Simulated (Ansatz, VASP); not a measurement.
# Te in VASP and in Ansatz

Contents of INCAR:

```
PREC     = Accurate       # precision mode
ENCUT    = 600            # plane-wave cutoff, eV
EDIFF    = 1E-6           # SCF threshold, eV
ISMEAR   = 0              # smearing method
SIGMA    = 0.1            # smearing width, eV
LREAL    = False          # projectors in reciprocal space
LASPH    = True           # aspherical terms in the spheres
NELM     = 80             # most SCF steps
ALGO     = Fast           # electronic algorithm
ISIF     = 3              # what is computed and relaxed
LWAVE    = False          # write WAVECAR
LCHARG   = False          # write CHGCAR
GGA      = PS             # functional
IBRION   = 2              # ionic algorithm
NSW      = 90             # ionic steps
EDIFFG   = -0.04          # ionic threshold
```

The input KPOINTS:

```
regular mesh
0
Gamma
  6 6 2
```

The input POSCAR:

```
Te
1.0
    4.5627952153      0.0000000000      0.0000000000
   -2.2813976077      3.9514965688      0.0000000000
    0.0000000000      0.0000000000      7.5286121053
Te
4
Direct
    0.3333333333      0.6666666667      0.4375000000
    0.6666666667      0.3333333333      0.9375000000
    0.6666666667      0.3333333333      0.5625000000
    0.3333333333      0.6666666667      0.0625000000
```

Input for Ansatz:

```yaml
crystal:
  lattice:
    - [4.5627952153, 0.0, 0.0]
    - [-2.2813976077, 3.9514965688, 0.0]
    - [0.0, 0.0, 7.5286121053]
  atoms:
    - { symbol: Te, position: [0.3333333333, 0.6666666667, 0.4375] }
    - { symbol: Te, position: [0.6666666667, 0.3333333333, 0.9375] }
    - { symbol: Te, position: [0.6666666667, 0.3333333333, 0.5625] }
    - { symbol: Te, position: [0.3333333333, 0.6666666667, 0.0625] }
basis:
  ecutwfc: 420
kpoints:
  mp_grid: { grid: [6, 6, 2] }
hamiltonian:
  xc: pbesol
scf:
  occupations: { method: gaussian, width: 0.1 }
  lower_state_search: "off"
output:
  forces: true
  stress: true
  eigenvalues: true
relax:
  adjacent_minimum: "off"
  f_tol: 0.04
  max_steps: 70
  cell: { stress_tol: 0.4 }
```

Alike in both runs: task relaxation of cell and atoms; functional PBEsol; k mesh 6 × 6 × 2; occupations gaussian, width 0.1 eV; no spin polarisation.

```csv
,VASP,Ansatz
version,VASP 6.6.1,Ansatz 0.2.0
potentials or method,"VASP PAW PBE potentials, release 64 (Te), cutoff 600 eV","scalar-relativistic, plane waves, PAW"
valence electrons in the cell,24,64
```

Ansatz gave:

```
gap on the k mesh at the Fermi level, each at its own relaxed structure (eV)  : none
relaxed volume (Å³/atom)                                                      : 51.16
relaxed length of the cell vector where the two differ most in proportion (Å) : 9.969
```

What did VASP give for the same quantities?

gap on the k mesh at the Fermi level, each at its own relaxed structure (eV): none; relaxed volume (Å³/atom): 51.45; relaxed length of the cell vector where the two differ most in proportion (Å): 10.011.

VASP's potentials were made for PBE, not for PBEsol. A gap of «none» marks a metal or a gap that the smearing closes. VASP's potentials hold 24 valence electrons a cell and Ansatz's 64, so a difference there can come from the potentials and not from the codes.

The k mesh is coarse, so the values compare programs but aren't converged. Neither program's run includes spin-orbit coupling. Noted on VASP's run: the volume moved by over 15 % at a fixed basis, so the end points are rough; too few bands were computed for a metal, which touches its energy and stress.
